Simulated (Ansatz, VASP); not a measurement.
# One calculation of CdF2, two programs

Contents of INCAR:

```
SYSTEM = CdF2
PREC = Accurate ; ENCUT = 520
EDIFF = 1E-7 ; ISMEAR = -1
SIGMA = 0.05 ; LREAL = .False.
LASPH = .True. ; NELM = 60
ALGO = Normal ; ISIF = 2
LWAVE = .False. ; LCHARG = .True.
GGA = PS ; LELF = .True.
LVHAR = .True. ; NBANDS = 20
```

The input KPOINTS:

```
Automatic mesh
0
Gamma
  9 9 9
  0 0 0
```

POSCAR

```
CdF2
1.0
    0.0000000000      2.6940000000      2.6940000000
    2.6940000000      0.0000000000      2.6940000000
    2.6940000000      2.6940000000      0.0000000000
Cd F
1 2
Direct
    0.0000000000      0.0000000000      0.0000000000
    0.7500000000      0.7500000000      0.7500000000
    0.2500000000      0.2500000000      0.2500000000
```

input.yaml

```yaml
crystal:
  lattice:
    - [0.0, 2.694, 2.694]
    - [2.694, 0.0, 2.694]
    - [2.694, 2.694, 0.0]
  atoms:
    - { symbol: Cd, position: [0.0, 0.0, 0.0] }
    - { symbol: F, position: [0.75, 0.75, 0.75] }
    - { symbol: F, position: [0.25, 0.25, 0.25] }
kpoints:
  mp_grid: { grid: [9, 9, 9] }
scf:
  occupations: { method: fermi_dirac, width: 0.05 }
hamiltonian:
  xc: pbesol
  pseudopotentials: { kind: all_electron, lapw: { basis_error: 0.001 } }
output:
  forces: true
  stress: true
  eigenvalues: true
  populations: true
```

Alike in both runs: task single point; functional PBEsol; k mesh 9 × 9 × 9; occupations fermi-dirac, width 0.05 eV; no spin polarisation.

|  | VASP | Ansatz |
| --- | --- | --- |
| version | VASP 6.6.1 | Ansatz 0.2.0 |
| potentials or method | VASP PAW PBE potentials, release 64 (Cd, F), cutoff 520 eV | all-electron LAPW, scalar-relativistic |

Ansatz gave:

| Property | Result |
| --- | --- |
| gap on the k mesh at the Fermi level (eV) | 2.96 |
| least direct gap on the mesh (eV) | 3.42 |
| pressure (GPa) | -0.2 |

Problem. Which values does VASP return?

Solution. gap on the k mesh at the Fermi level (eV): 2.93; least direct gap on the mesh (eV): 3.39; pressure (GPa): 0.5.

VASP's potentials were made for PBE, not for PBEsol. Ansatz ran all-electron here, and VASP with PAW potentials.
